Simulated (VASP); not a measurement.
Write the native input for VASP 6.6.1 that does the following.

* Task: single point
* Functional: PBE
* Potentials or basis: VASP PAW PBE potentials, release 64 (Pb_d, O)
* Cutoff: 520 eV
* k mesh: 6 × 6 × 1
* Occupations: gaussian, width 0.01 eV
* Spin: no spin polarisation
* Dipole correction: yes
* Further INCAR settings: ALGO = Normal; EDIFF = 1e-07; NBANDS = 28

The structure of PbO lies in POSCAR:

```
PbO
1.0
    4.0487530006      0.0000000000      0.0000000000
    0.0000000000      4.0487530006      0.0000000000
    0.0000000000      0.0000000000     28.5226884000
Pb O
2 2
Direct
    0.0000000000      0.5000000000      0.3399117381
    0.5000000000      0.0000000000      0.2561050105
    0.0000000000      0.0000000000      0.2980083743
    0.5000000000      0.5000000000      0.2980083743
```

The input as run:

INCAR

```
SYSTEM = PbO
ALGO = Normal
DIPOL = 0.5 0.5 0.298
EDIFF = 1E-7
ENCUT = 520
GGA = PE
IDIPOL = 3
ISIF = 2
ISMEAR = 0
LASPH = .True.
LCHARG = .False.
LDIPOL = .True.
LREAL = .False.
LWAVE = .False.
NBANDS = 28
NELM = 100
PREC = Accurate
SIGMA = 0.01
```

KPOINTS

```
k-points
0
Gamma
  6 6 1
  0 0 0
```

Potentials or basis: VASP PAW PBE potentials, release 64 (Pb_d, O).

Command:

```sh
$ cat potpaw_PBE.64/Pb_d/POTCAR potpaw_PBE.64/O/POTCAR > POTCAR
$ mpirun -np 1 vasp_std > vasp.out
```

It gave:

The largest force is 0.035 eV/Å. The band gap on the k mesh is 2.48 eV, direct.

Caveat: spin-orbit coupling is left out, which moves the levels of the heavy elements.

It took 2.1 min on 1 thread of Intel(R) Xeon(R) 6975P-C (Granite Rapids), with other jobs on the host, peak memory 0.52 GiB.
